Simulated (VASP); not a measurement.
A run of VASP 6.6.1:

File POSCAR:

```
ZnS
1.0
    0.0000000000      2.6587556700      2.6587556700
    2.6587556700      0.0000000000      2.6587556700
    2.6587556700      2.6587556700      0.0000000000
Zn S
1 1
Direct
    0.2500000000      0.2500000000      0.2500000000
    0.0000000000      0.0000000000      0.0000000000
```

File INCAR.step1:

```
  ALGO = Normal
  EDIFF = 1E-4
  ENCUT = 520
  GGA = PE
  ISMEAR = -1
  LASPH = True
  LCHARG = False
  LREAL = False
  LWAVE = True
  NELM = 60
  PREC = Accurate
  SIGMA = 0.02
```

The input INCAR.step2:

```
  ALGO = Normal
  EDIFF = 1E-6
  EDIFFG = -0.01
  ENCUT = 520
  IBRION = 2
  ISIF = 2
  ISMEAR = -1
  ISTART = 1
  LASPH = True
  LCHARG = False
  LMIXTAU = True
  LREAL = False
  LWAVE = False
  METAGGA = R2SCAN
  NELM = 60
  NSW = 50
  PREC = Accurate
  SIGMA = 0.02
```

File KPOINTS:

```
k-points
0
Gamma
  10 10 10
```

Potentials or basis: VASP PAW PBE potentials, release 64 (Zn, S).

The run is started by

```sh
$ cat potpaw_PBE.64/Zn/POTCAR potpaw_PBE.64/S/POTCAR > POTCAR
$ cp INCAR.step1 INCAR
$ mpirun -np 1 vasp_std > vasp.out
$ cp INCAR.step2 INCAR
$ mpirun -np 1 vasp_std > vasp.out
```

Hardware: 1 thread of Oxide Virtual Turin-like Processor (shared host).

Problem. Estimate the wall time of this run.

Solution. Wall time 90 s on 1 thread of Oxide Virtual Turin-like Processor, with other jobs on the host, peak memory 0.14 GiB. Counts: k points 47, ion steps 1.
